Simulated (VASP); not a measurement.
# Ti12NO23 (a cell with a defect) (Rutile): electric field gradients with PBE

Crystal: Ti12NO23 (a cell with a defect) (Rutile).

```
CELL_PARAMETERS angstrom
4.59220 4.59220 0.00000
-4.59220 4.59220 0.00000
0.00000 0.00000 8.87220
ATOMIC_POSITIONS crystal
Ti 0.00000 0.00000 0.00000
Ti 0.00000 0.00000 0.33333
Ti 0.00000 0.00000 0.66667
Ti 0.50000 0.50000 0.00000
Ti 0.50000 0.50000 0.33333
Ti 0.50000 0.50000 0.66667
Ti 0.50000 0.00000 0.16667
Ti 0.50000 0.00000 0.50000
Ti 0.50000 0.00000 0.83333
Ti 0.00000 0.50000 0.16667
Ti 0.00000 0.50000 0.50000
Ti 0.00000 0.50000 0.83333
N 0.30496 0.00000 0.00000
O 0.30496 0.00000 0.33333
O 0.30496 0.00000 0.66667
O 0.80496 0.50000 0.00000
O 0.80496 0.50000 0.33333
O 0.80496 0.50000 0.66667
O 0.50000 0.30496 0.16667
O 0.50000 0.30496 0.50000
O 0.50000 0.30496 0.83333
O 0.00000 0.80496 0.16667
O 0.00000 0.80496 0.50000
O 0.00000 0.80496 0.83333
O 0.69504 0.00000 0.00000
O 0.69504 0.00000 0.33333
O 0.69504 0.00000 0.66667
O 0.19504 0.50000 0.00000
O 0.19504 0.50000 0.33333
O 0.19504 0.50000 0.66667
O 0.50000 0.69504 0.16667
O 0.50000 0.69504 0.50000
O 0.50000 0.69504 0.83333
O 0.00000 0.19504 0.16667
O 0.00000 0.19504 0.50000
O 0.00000 0.19504 0.83333
```

```json
{
  "Program": "VASP 6.6.1",
  "Task": "electric field gradients",
  "Functional": "PBE",
  "Potentials or basis": "VASP PAW PBE potentials, release 64 (Ti_sv, N, O)",
  "Cutoff": "520 eV",
  "k mesh": "3 × 3 × 2",
  "Occupations": "fermi-dirac, width 0.01 eV",
  "Spin": "no spin polarisation",
  "Dipole correction": "no",
  "Charge": "-1",
  "Further INCAR settings": "LREAL = Auto; ALGO = Normal; EDIFF = 1e-08; NBANDS = 168; NELECT = 288.0"
}
```

- Largest force: 2.359 eV/Å

Forces in eV/Å, atoms in the order of the input:
```
Ti   1.023  1.023  0.000
Ti  -0.047 -0.047 -0.445
Ti  -0.047 -0.047  0.445
Ti  -0.041 -0.041  0.000
Ti  -0.011 -0.011 -0.481
Ti  -0.011 -0.011  0.481
Ti  -0.649 -0.649 -2.172
Ti   0.078  0.078  0.000
Ti  -0.649 -0.649  2.172
Ti   0.031  0.031 -0.125
Ti  -0.007 -0.007  0.000
Ti   0.031  0.031  0.125
N   -0.150 -0.150  0.000
O   -0.307 -0.307  0.541
O   -0.307 -0.307 -0.541
O   -0.044 -0.044  0.000
O   -0.061 -0.061  0.126
O   -0.061 -0.061 -0.126
O   -0.295  0.445  0.240
O    0.045 -0.040  0.000
O   -0.295  0.445 -0.240
O    0.277 -0.524  0.474
O    0.255 -0.233  0.000
O    0.277 -0.524 -0.474
O    0.259  0.259  0.000
O    0.500  0.500  0.778
O    0.500  0.500 -0.778
O    0.028  0.028  0.000
O    0.056  0.056  0.106
O    0.056  0.056 -0.106
O    0.445 -0.295  0.240
O   -0.040  0.045  0.000
O    0.445 -0.295 -0.240
O   -0.524  0.277  0.474
O   -0.233  0.255  0.000
O   -0.524  0.277 -0.474
```

Levels at points of the mesh, in eV from the Fermi level:
| k point | band 141 | band 142 | band 143 | band 144 | band 145 | band 146 | band 147 | band 148 |
| --- | --- | --- | --- | --- | --- | --- | --- | --- |
| (0.00, 0.00, 0.00) | -1.07 | -0.65 | -0.63 | -0.26 | 0.91 | 1.07 | 1.18 | 1.45 |
| (0.00, 0.00, 0.50) | -1.10 | -0.86 | -0.74 | -0.25 | 1.34 | 1.36 | 1.40 | 1.45 |

Electric field gradients, principal values (V/Å²):
| atom | least | middle | greatest (by size) |
| --- | --- | --- | --- |
| 1 Ti | -2.969 | -19.642 | 22.612 |
| 2 Ti | 10.165 | 10.283 | -20.448 |
| 3 Ti | 10.165 | 10.283 | -20.448 |
| 4 Ti | 5.609 | 17.589 | -23.198 |
| 5 Ti | 6.594 | 17.341 | -23.935 |
| 6 Ti | 6.594 | 17.341 | -23.935 |
| 7 Ti | 9.747 | 31.141 | -40.888 |
| 8 Ti | 6.476 | 19.448 | -25.924 |
| 9 Ti | 9.747 | 31.141 | -40.888 |
| 10 Ti | 8.521 | 10.671 | -19.193 |
| 11 Ti | 7.887 | 13.273 | -21.160 |
| 12 Ti | 8.521 | 10.671 | -19.193 |
| 13 N | -10.431 | -13.196 | 23.627 |
| 14 O | -3.580 | -17.303 | 20.883 |
| 15 O | -3.580 | -17.303 | 20.883 |
| 16 O | -0.113 | -23.251 | 23.364 |
| 17 O | -0.261 | -23.213 | 23.474 |
| 18 O | -0.261 | -23.213 | 23.474 |
| 19 O | -0.630 | -19.049 | 19.679 |
| 20 O | -1.501 | -20.399 | 21.901 |
| 21 O | -0.630 | -19.049 | 19.679 |
| 22 O | 0.631 | 24.319 | -24.950 |
| 23 O | -0.440 | -23.506 | 23.946 |
| 24 O | 0.631 | 24.319 | -24.950 |
| 25 O | 2.939 | 11.136 | -14.076 |
| 26 O | -4.142 | -17.584 | 21.726 |
| 27 O | -4.142 | -17.584 | 21.726 |
| 28 O | -0.068 | -23.459 | 23.527 |
| 29 O | -0.331 | -23.141 | 23.472 |
| 30 O | -0.331 | -23.141 | 23.472 |
| 31 O | -0.630 | -19.049 | 19.679 |
| 32 O | -1.501 | -20.399 | 21.901 |
| 33 O | -0.630 | -19.049 | 19.679 |
| 34 O | 0.631 | 24.319 | -24.950 |
| 35 O | -0.440 | -23.506 | 23.946 |
| 36 O | 0.631 | 24.319 | -24.950 |

It used 160 s of CPU time on 1 × NVIDIA H100 80GB with 1 thread of AMD EPYC 7R13 Processor (Zen 3), with other jobs on the host.

Caveat: the cell carries a net charge on a neutralising background, which shifts energy and pressure; the cell is charged against a uniform background, so pressure and absolute levels hang on convention; without QUAD_EFG the Cq values of the log hold for a quadrupole moment of 1 mb, not for the nuclei.
